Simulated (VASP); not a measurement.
# PbS (Cmcm) in VASP: a series of runs, part 2 of 2

VASP 6.6.1. The steps go on from the part before.

## 3. Single point, PBE

INCAR

```
SYSTEM = PbS
  PREC = Accurate
  ENCUT = 520
  EDIFF = 1E-6
  ISMEAR = 0
  SIGMA = 0.015
  LREAL = .FALSE.
  LASPH = .TRUE.
  NELM = 80
  ALGO = Normal
  ISIF = 2
  LWAVE = .FALSE.
  LCHARG = .TRUE.
  GGA = PE
  LELF = .TRUE.
  LVHAR = .TRUE.
  NBANDS = 28
```

KPOINTS

```
regular mesh
0
G
  7 7 6
  0 0 0
```

POSCAR

```
PbS
1.0
    2.0799526950     -5.9912968650      0.0000000000
    2.0799526950      5.9912968650      0.0000000000
    0.0000000000      0.0000000000      4.2793209400
Pb S
2 2
Direct
    0.1305633500      0.8694366500      0.2500000000
    0.8694366500      0.1305633500      0.7500000000
    0.3547970900      0.6452029100      0.2500000000
    0.6452029100      0.3547970900      0.7500000000
```

Potentials or basis: VASP PAW PBE potentials, release 64 (Pb_d, S).

The run is started by

```bash
$ cat potpaw_PBE.64/Pb_d/POTCAR potpaw_PBE.64/S/POTCAR > POTCAR
$ mpirun -np 1 vasp_std > vasp.out
```

OUTCAR:

```text
SYSTEM = PbS
   PREC = Accurate
   ENCUT = 520
   EDIFF = 1E-6
   ISMEAR = 0
   LREAL = .FALSE.
   LASPH = .TRUE.
   NELM = 80
   ISIF = 2
   GGA = PE

 ion  position               nearest neighbor table
   1  0.131  0.869  0.250-   3 2.69   4 2.99   4 2.99   4 2.99   4 2.99   2 3.79   2 3.79   2 4.13
                             2 4.13   2 4.13   2 4.13
   2  0.869  0.131  0.750-   4 2.69   3 2.99   3 2.99   3 2.99   3 2.99   1 3.79   1 3.79   1 4.13
                             1 4.13   1 4.13   1 4.13
   3  0.355  0.645  0.250-   1 2.69   2 2.99   2 2.99   2 2.99   2 2.99
   4  0.645  0.355  0.750-   2 2.69   1 2.99   1 2.99   1 2.99   1 2.99

  LATTYP: Found a base centered orthorhombic cell.
 ALAT       =     4.1599053900
 B/A-ratio  =     2.8804966956
 C/A-ratio  =     1.0287063139

  Lattice vectors:

 A1 = (   2.0799526950,  -5.9912968650,   0.0000000000)
 A2 = (   2.0799526950,   5.9912968650,   0.0000000000)
 A3 = (   0.0000000000,   0.0000000000,   4.2793209400)

Analysis of symmetry for initial positions (statically):
=====================================================================
 Subroutine PRICEL returns:
 Original cell was already a primitive cell.

 Routine SETGRP: Setting up the symmetry group for a
 base centered orthorhombic supercell.

 Subroutine GETGRP returns: Found  8 space group operations
 (whereof  4 operations were pure point group operations)
 out of a pool of  8 trial point group operations.

The static configuration has the point symmetry C_2h.
 The point group associated with its full space group is D_2h.

Analysis of symmetry for dynamics (positions and initial velocities):
=====================================================================
 Subroutine PRICEL returns:
 Original cell was already a primitive cell.

 Routine SETGRP: Setting up the symmetry group for a
 base centered orthorhombic supercell.

 Subroutine GETGRP returns: Found  8 space group operations
 (whereof  4 operations were pure point group operations)
 out of a pool of  8 trial point group operations.

The dynamic configuration has the point symmetry C_2h.
 The point group associated with its full space group is D_2h.

 Subroutine INISYM returns: Found  8 space group operations
 (whereof  4 operations are pure point group operations),
 and found     1 'primitive' translations

----------------------------------------------------------------------------------------

                                     Primitive cell

  volume of cell :     106.6545

  direct lattice vectors                    reciprocal lattice vectors
     2.079952695 -5.991296865  0.000000000     0.240390083 -0.083454386  0.000000000
     2.079952695  5.991296865  0.000000000     0.240390083  0.083454386  0.000000000
     0.000000000  0.000000000  4.279320940     0.000000000  0.000000000  0.233681936

  length of vectors
     6.342069168  6.342069168  4.279320940     0.254464195  0.254464195  0.233681936

  position of ions in fractional coordinates (direct lattice)
     0.130563350  0.869436650  0.250000000
     0.869436650  0.130563350  0.750000000
     0.354797090  0.645202910  0.250000000
     0.645202910  0.354797090  0.750000000

  ion indices of the primitive-cell ions
[... 28 lines left out ...]
 ===========================================

 Found     64 irreducible k-points:

 Following reciprocal coordinates:
            Coordinates               Weight
  0.000000  0.000000  0.000000      1.000000
  0.142857 -0.000000  0.000000      4.000000
  0.285714 -0.000000  0.000000      4.000000
  0.428571 -0.000000  0.000000      4.000000
  0.142857  0.142857  0.000000      2.000000
  0.285714  0.142857  0.000000      4.000000
[... 16 lines left out ...]
  0.428571  0.142857  0.166667      8.000000
 -0.428571  0.142857  0.166667      8.000000
 [... further k-points ...]
   k-points           NKPTS =     64   k-points in BZ     NKDIM =     64   number of bands    NBANDS=     28
   number of dos      NEDOS =    301   number of ions     NIONS =      4
   total plane-waves  NPLWV =  73728
   dimension x,y,z NGX =    48 NGY =   48 NGZ =   32
   dimension x,y,z NGXF=    96 NGYF=   96 NGZF=   64
   ions per type =               2   2
   NGX,Y,Z   is equivalent  to a cutoff of  12.58, 12.58, 12.43 a.u.
   NGXF,Y,Z  is equivalent  to a cutoff of  25.16, 25.16, 24.86 a.u.
 SYSTEM =  PbS
   PREC   = accura    normal or accurate (medium, high low for compatibility)
   ISTART =      0    job   : 0-new  1-cont  2-samecut
   ICHARG =      2    charge: 1-file 2-atom 10-const
   ISPIN  =      1    spin polarized calculation?
   LNONCOLLINEAR =      F non collinear calculations
   LSORBIT =      F    spin-orbit coupling
   LASPH  =      T    aspherical Exc in radial PAW
   ENCUT  =  520.0 eV  38.22 Ry    6.18 a.u.  11.79 11.79  7.96*2*pi/ulx,y,z
   NELM   =     80;   NELMIN=  2; NELMDL= -5     # of ELM steps
   EDIFF  = 0.1E-05   stopping-criterion for ELM
   LREAL  =      F    real-space projection
   EDIFFG = 0.1E-04   stopping-criterion for IOM
   NSW    =      0    number of steps for IOM
   IBRION =     -1    ionic relax: 0-MD 1-quasi-New 2-CG
   NFREE  =      0    steps in history (QN), initial steepest desc. (CG)
   ISIF   =      2    stress and relaxation
   ISYM   =      2    0-nonsym 1-usesym 2-fastsym
   POTIM  = 0.5000    time-step for ionic-motion
   TEBEG  =    0.0;   TEEND  =   0.0 temperature during run
   PSTRESS=    0.0 pullay stress
   NELECT =      40.0000    total number of electrons
   NUPDOWN=      -1.0000    fix difference up-down
   EMIN   =  10.00;   EMAX   =-10.00  energy-range for DOS
   EFERMI =   0.00;   METHOD = LEGACY
   ISMEAR =     0;   SIGMA  =   0.01  broadening in eV -4-tet -1-fermi 0-gaus
   EFERMI_NEDOS =   21; number of points for ismear=-14 and -15
   IALGO  =     38    algorithm
   IMIX   =      4    mixing-type and parameters
     AMIX     =   0.40;   BMIX     =  1.00
     AMIX_MAG =   1.60;   BMIX_MAG =  1.00
  volume/ion in A,a.u.               =      26.66       179.94
  Fermi-wavevector in a.u.,A,eV,Ry     =   1.180597  2.231005 18.963935  1.393810
  Thomas-Fermi vector in A             =   2.316887
   LORBIT       =      0    0 simple, 1 ext, 2 COOP (PROOUT), +10 PAW based schemes
   GGA     = PE    functional components
   LHFCALC =     F    Hartree Fock is set to
   AEXX    =    0.0000 exact exchange contribution
   IVDW    =     0    specifies the selected vdW correction
   LEPSILON=     F    determine dielectric tensor
   LRPA    =     F    only Hartree local field effects (RPA)
 non-spin polarized calculation
 Gauss-broadening in eV      SIGMA  =   0.01
  energy-cutoff  :      520.00
  volume of cell :      106.65
 maximum number of plane-waves:      2892
   NGX = 23   NGY = 23   NGZ = 15

 number of electron      40.0000007 magnetization

 Free energy of the ion-electron system (eV)
  ---------------------------------------------------
  ext. energy  EPLUGINS =         0.00000000
  ---------------------------------------------------
  free energy    TOTEN  =       -17.37659985 eV

  energy without entropy =      -17.37659985  energy(sigma->0) =      -17.37659985

 E-fermi :   4.9610     XC(G=0):  -9.5797

 val. band max:        4.8587329243   @ k =  -0.4286   0.4286   0.3333
 cond. band min:       6.1137653740   @ k =   0.4286   0.4286   0.0000
 fundamental gap:      1.2550324498
 Fermi energy:         4.9610385746

 k-point     1 :       0.0000    0.0000    0.0000
  band No.  band energies     occupation
      1     -11.4647      2.00000
      2     -11.3695      2.00000
      3     -11.3620      2.00000
      4     -11.3575      2.00000
      5     -11.3225      2.00000
      6     -11.3192      2.00000
[... 733 lines left out ...]
     27      12.4033      0.00000
     28      13.1781      0.00000

 [... further k-points ...]

------------------------ aborting loop because EDIFF is reached ----------------------------------------

  FORCE on cell =-STRESS in cart. coord.  units (eV):
  Direction    XX          YY          ZZ          XY          YZ          ZX
  --------------------------------------------------------------------------------------
  -------------------------------------------------------------------------------------
  Total        0.5978926      0.8508655      0.5504325      0.0000000     -0.0000000      0.0000000
  in kB        8.9816187     12.7818097      8.2686666      0.0000000     -0.0000000      0.0000000
  external PRESSURE =      10.0106984 kB  Pullay stress =       0.0000000 kB

 VOLUME and BASIS-vectors are now :
 -----------------------------------------------------------------------------
  energy-cutoff  :      520.00
  volume of cell :      106.65
      direct lattice vectors                 reciprocal lattice vectors
     2.079952695 -5.991296865  0.000000000     0.240390083 -0.083454386  0.000000000
     2.079952695  5.991296865  0.000000000     0.240390083  0.083454386  0.000000000
     0.000000000  0.000000000  4.279320940     0.000000000  0.000000000  0.233681936

 POSITION                                       TOTAL-FORCE (eV/Angst)
 -----------------------------------------------------------------------------------
      2.07995      4.42681      1.06983         0.000000      0.069979      0.000000
      2.07995     -4.42681      3.20949         0.000000     -0.069979      0.000000
      2.07995      1.73991      1.06983         0.000000     -0.102724      0.000000
      2.07995     -1.73991      3.20949         0.000000      0.102724     -0.000000
 -----------------------------------------------------------------------------------
    total drift:                               -0.000000     -0.000000      0.000000

  FREE ENERGIE OF THE ION-ELECTRON SYSTEM (eV)
  ---------------------------------------------------
  free  energy   TOTEN  =       -17.3765998537 eV

  energy  without entropy=      -17.3765998537  energy(sigma->0) =      -17.37659985
```

OSZICAR:

```text
N       E                     dE             d eps       ncg     rms          rms(c)
DAV:   1     0.421339777987E+03    0.42134E+03   -0.18950E+04  3584   0.153E+03
DAV:   2     0.301606842120E+02   -0.39118E+03   -0.37904E+03  3616   0.406E+02
DAV:   3    -0.161328230344E+02   -0.46294E+02   -0.45170E+02  4676   0.156E+02
DAV:   4    -0.183118746477E+02   -0.21791E+01   -0.21708E+01  4284   0.348E+01
DAV:   5    -0.183990258624E+02   -0.87151E-01   -0.87140E-01  4808   0.736E+00    0.651E+00
DAV:   6    -0.173618543420E+02    0.10372E+01   -0.25460E+00  5004   0.106E+01    0.425E+00
DAV:   7    -0.173738629110E+02   -0.12009E-01   -0.49026E-01  4012   0.292E+00    0.277E+00
DAV:   8    -0.173838168872E+02   -0.99540E-02   -0.87893E-02  5132   0.237E+00    0.105E+00
DAV:   9    -0.173761448910E+02    0.76720E-02   -0.27278E-02  5028   0.130E+00    0.132E-01
DAV:  10    -0.173765430283E+02   -0.39814E-03   -0.20695E-03  3936   0.215E-01    0.481E-02
DAV:  11    -0.173766026425E+02   -0.59614E-04   -0.12690E-04  5312   0.875E-02    0.238E-02
DAV:  12    -0.173766018375E+02    0.80498E-06   -0.22084E-05  4972   0.297E-02    0.192E-02
DAV:  13    -0.173766004559E+02    0.13816E-05   -0.36996E-06  3468   0.151E-02    0.105E-02
DAV:  14    -0.173765998537E+02    0.60217E-06   -0.10614E-06  2224   0.698E-03
   1 F= -.17376600E+02 E0= -.17376600E+02  d E =-.722635E-24
```

stdout:

```text
POSCAR found type information on POSCAR PbS
 POSCAR found :  2 types and       4 ions
 scaLAPACK will be used
 LDA part: xc-table for (Slater+PW92), standard interpolation
 POSCAR, INCAR and KPOINTS ok, starting setup
 FFT: planning ... GRIDC
 FFT: planning ... GRID_SOFT
 FFT: planning ... GRID
 WAVECAR not read
 entering main loop
```

Wall time 2 min (1 thread of Intel Xeon Platinum 8488C (Sapphire Rapids), shared host); peak memory 0.34 GiB.

Results:

```
Free energy            : -17.3766 eV
Pressure               : 1.0 GPa
Largest force          : 0.103 eV/Å
Band gap on the k mesh : 1.26 eV (least direct gap 1.43 eV)
```

Forces on the atoms (eV/Å):
```
Pb   0.000  0.070  0.000
Pb   0.000 -0.070  0.000
S    0.000 -0.103  0.000
S    0.000  0.103  0.000
```

Stress tensor (GPa, compression positive):
```
0.90 0.00 0.00
0.00 1.28 0.00
0.00 0.00 0.83
```

Caveat: spin-orbit coupling is left out, which moves the levels of the heavy elements; an odd mesh through Γ misses points on the zone boundary, where band edges can lie.

## 4. Single point, LDA (25.06 Å³/atom)

This run uses another cell than the first one, of 25.06 Å³/atom.

INCAR

```
SYSTEM = PbS
PREC = Accurate
ENCUT = 520
EDIFF = 1E-6
ISMEAR = -1
SIGMA = 0.05
LREAL = .FALSE.
LASPH = .TRUE.
NELM = 80
ALGO = Normal
ISIF = 2
LWAVE = .FALSE.
LCHARG = .FALSE.
GGA = CA
NBANDS = 28
```

KPOINTS

```
Automatic mesh
0
G
  7 7 6
  0 0 0
```

POSCAR

```
PbS
1.0
    2.0374927668     -5.8689911821      0.0000000000
    2.0374927668      5.8689911821      0.0000000000
    0.0000000000      0.0000000000      4.1919633476
Pb S
2 2
Direct
    0.1305633500      0.8694366500      0.2500000000
    0.8694366500      0.1305633500      0.7500000000
    0.3547970900      0.6452029100      0.2500000000
    0.6452029100      0.3547970900      0.7500000000
```

Potentials or basis: VASP PAW LDA potentials, release 64 (Pb_d, S).

The run is started by

```bash
$ cat potpaw_LDA.64/Pb_d/POTCAR potpaw_LDA.64/S/POTCAR > POTCAR
$ mpirun -np 1 vasp_std > vasp.out
```

It took 2.2 min on 1 thread of Intel Xeon Platinum 8259CL at 2.50GHz (Skylake/Cascade Lake), shared host; peak memory 0.31 GiB.

It converged, with:

| Quantity | Value |
| --- | --- |
| Free energy | -19.8491 eV |
| Pressure | -0.1 GPa |
| Largest force | 0.297 eV/Å |
| Band gap on the k mesh | 0.96 eV (least direct gap 1.26 eV) |

Forces on the atoms (eV/Å):
```
Pb   0.000  0.297  0.000
Pb   0.000 -0.297  0.000
S    0.000 -0.200  0.000
S    0.000  0.200  0.000
```

Stress tensor (GPa, compression positive):
```
-0.10  0.00  0.00
 0.00  0.27  0.00
 0.00  0.00 -0.41
```

Levels at points of the mesh, in eV from the valence-band top:
| k point | band 17 | band 18 | band 19 | band 20 | band 21 | band 22 | band 23 | band 24 |
| --- | --- | --- | --- | --- | --- | --- | --- | --- |
| (0.00, 0.00, 0.00) | -2.67 | -1.89 | -1.69 | -0.56 | 4.45 | 4.73 | 4.91 | 5.72 |
| (0.00, 0.00, 0.50) | -1.26 | -1.26 | -0.09 | -0.09 | 1.67 | 1.67 | 2.63 | 2.63 |

Caveat: spin-orbit coupling is left out, which moves the levels of the heavy elements; an odd mesh through Γ misses points on the zone boundary, where band edges can lie.

## 5. Single point, LDA (25.60 Å³/atom)

This run uses another cell than the first one, of 25.60 Å³/atom.

INCAR

```
ALGO     = Normal         # electronic algorithm
EDIFF    = 1E-7           # SCF threshold, eV
ENCUT    = 520            # plane-wave cutoff, eV
ISIF     = 2              # what is computed and relaxed
ISMEAR   = -1             # smearing method
LASPH    = T              # aspherical terms in the spheres
LCHARG   = T              # write CHGCAR
LELF     = T              # ELF
LREAL    = F              # projectors in reciprocal space
LVHAR    = T            
LWAVE    = F              # write WAVECAR
NBANDS   = 28             # bands
NELM     = 100            # most SCF steps
PREC     = Accurate       # precision mode
SIGMA    = 0.05           # smearing width, eV
```

KPOINTS

```
k-points
0
Gamma
  7 7 6
```

POSCAR

```
PbS
1.0
    2.0518417802     -5.9103234677      0.0000000000
    2.0518417802      5.9103234677      0.0000000000
    0.0000000000      0.0000000000      4.2214851889
Pb S
2 2
Direct
    0.1305633500      0.8694366500      0.2500000000
    0.8694366500      0.1305633500      0.7500000000
    0.3547970900      0.6452029100      0.2500000000
    0.6452029100      0.3547970900      0.7500000000
```

The run is started by

```bash
$ cat potpaw_LDA.64/Pb_d/POTCAR potpaw_LDA.64/S/POTCAR > POTCAR
$ mpirun -np 1 vasp_std > vasp.out
```

Run time: 2.8 min. Hardware: 1 thread of Intel Xeon Platinum 8259CL at 2.50GHz (Skylake/Cascade Lake), shared host; peak memory 0.3 GiB.

The run converged. Its results:

```yaml
Free_energy: -19.8402 eV
Pressure: -1.4 GPa
Largest_force: 0.153 eV/Å
Band_gap_on_the_k_mesh: 1.01 eV (least direct gap 1.29 eV)
```

Forces on the atoms (eV/Å):
```
Pb   0.000  0.153  0.000
Pb   0.000 -0.153  0.000
S    0.000 -0.109  0.000
S    0.000  0.109  0.000
```

Stress tensor (GPa, compression positive):
```
-1.40  0.00  0.00
 0.00 -0.98  0.00
 0.00  0.00 -1.69
```

Levels at points of the mesh, in eV from the valence-band top:
| k point | band 17 | band 18 | band 19 | band 20 | band 21 | band 22 | band 23 | band 24 |
| --- | --- | --- | --- | --- | --- | --- | --- | --- |
| (0.00, 0.00, 0.00) | -2.55 | -1.78 | -1.59 | -0.51 | 4.53 | 4.70 | 4.88 | 5.66 |
| (0.00, 0.00, 0.50) | -1.18 | -1.18 | -0.07 | -0.07 | 1.70 | 1.70 | 2.67 | 2.67 |

Caveat: spin-orbit coupling is left out, which moves the levels of the heavy elements; an odd mesh through Γ misses points on the zone boundary, where band edges can lie.

## 6. Single point, LDA (26.13 Å³/atom)

This run uses another cell than the first one, of 26.13 Å³/atom.

INCAR

```
SYSTEM = PbS
PREC = Accurate ; ENCUT = 520
EDIFF = 1E-6 ; ISMEAR = -1
SIGMA = 0.05 ; LREAL = .FALSE.
LASPH = .TRUE. ; NELM = 100
ALGO = Normal ; ISIF = 2
LWAVE = .FALSE. ; LCHARG = .TRUE.
LELF = .TRUE. ; LVHAR = .TRUE.
NBANDS = 28
```

KPOINTS

```
regular mesh
0
G
  7 7 6
  0 0 0
```

POSCAR

```
PbS
1.0
    2.0659928603     -5.9510856073      0.0000000000
    2.0659928603      5.9510856073      0.0000000000
    0.0000000000      0.0000000000      4.2505997999
Pb S
2 2
Direct
    0.1305633500      0.8694366500      0.2500000000
    0.8694366500      0.1305633500      0.7500000000
    0.3547970900      0.6452029100      0.2500000000
    0.6452029100      0.3547970900      0.7500000000
```

Potentials or basis: VASP PAW LDA potentials, release 64 (Pb_d, S).

The run is started by

```bash
$ cat potpaw_LDA.64/Pb_d/POTCAR potpaw_LDA.64/S/POTCAR > POTCAR
$ mpirun -np 1 vasp_std > vasp.out
```

Wall time 2.4 min (1 thread of Intel Xeon Platinum 8259CL at 2.50GHz (Skylake/Cascade Lake), shared host); peak memory 0.31 GiB.

It converged, with:

| Property | Result |
| --- | --- |
| Free energy | -19.8155 eV |
| Pressure | -2.5 GPa |
| Largest force | 0.026 eV/Å |
| Band gap on the k mesh | 1.06 eV (least direct gap 1.29 eV) |

Forces in eV/Å, atoms in the order of the input:
```
Pb   0.000  0.022  0.000
Pb   0.000 -0.022  0.000
S    0.000 -0.026  0.000
S    0.000  0.026  0.000
```

Stress tensor (GPa, compression positive):
```
-2.55  0.00  0.00
 0.00 -2.08  0.00
 0.00  0.00 -2.83
```

Levels at points of the mesh, in eV from the valence-band top:
| k point | band 16 | band 17 | band 18 | band 19 | band 20 | band 21 | band 22 | band 23 | band 24 | band 25 |
| --- | --- | --- | --- | --- | --- | --- | --- | --- | --- | --- |
| (0.00, 0.00, 0.00) | -3.02 | -2.43 | -1.68 | -1.49 | -0.46 | 4.60 | 4.66 | 4.85 | 5.59 | 5.81 |
| (0.00, 0.00, 0.50) | -2.81 | -1.10 | -1.10 | -0.06 | -0.06 | 1.73 | 1.73 | 2.70 | 2.70 | 5.01 |

Caveat: spin-orbit coupling is left out, which moves the levels of the heavy elements; an odd mesh through Γ misses points on the zone boundary, where band edges can lie.

## 7. Summary

| level | potentials or basis | cell | smearing | gap on the mesh (eV) | pressure (GPa) | largest force (eV/Å) |
| --- | --- | --- | --- | --- | --- | --- |
| PBE | VASP PAW PBE potentials, release 64 (Pb_d, S) | a = 6.342, b = 6.342, c = 4.279 Å, angles 90.0, 90.0, 141.7°, 4 atoms | gaussian 0.014 eV | 1.26 | 1.0 | 0.10 |
| PBE | VASP PAW PBE potentials, release 64 (Pb_d, S) | a = 6.342, b = 6.342, c = 4.279 Å, angles 90.0, 90.0, 141.7°, 4 atoms | gaussian 0.015 eV | 1.26 | 1.0 | 0.10 |
| LDA | VASP PAW LDA potentials, release 64 (Pb_d, S) | a = 6.213, b = 6.213, c = 4.192 Å, angles 90.0, 90.0, 141.7°, 4 atoms | fermi-dirac 0.05 eV | 0.96 | -0.1 | 0.30 |
| LDA | VASP PAW LDA potentials, release 64 (Pb_d, S) | a = 6.256, b = 6.256, c = 4.221 Å, angles 90.0, 90.0, 141.7°, 4 atoms | fermi-dirac 0.05 eV | 1.01 | -1.4 | 0.15 |
| LDA | VASP PAW LDA potentials, release 64 (Pb_d, S) | a = 6.300, b = 6.300, c = 4.251 Å, angles 90.0, 90.0, 141.7°, 4 atoms | fermi-dirac 0.05 eV | 1.06 | -2.5 | 0.03 |

Alike in all rows: task single point; no spin polarisation; k mesh 7 × 7 × 6; cutoff (eV) 520.

Caveats: spin-orbit coupling is left out, which moves the levels of the heavy elements; an odd mesh through Γ misses points on the zone boundary, where band edges can lie.

Total energies depend on the potentials used, so only differences within one code and one set of settings carry meaning.
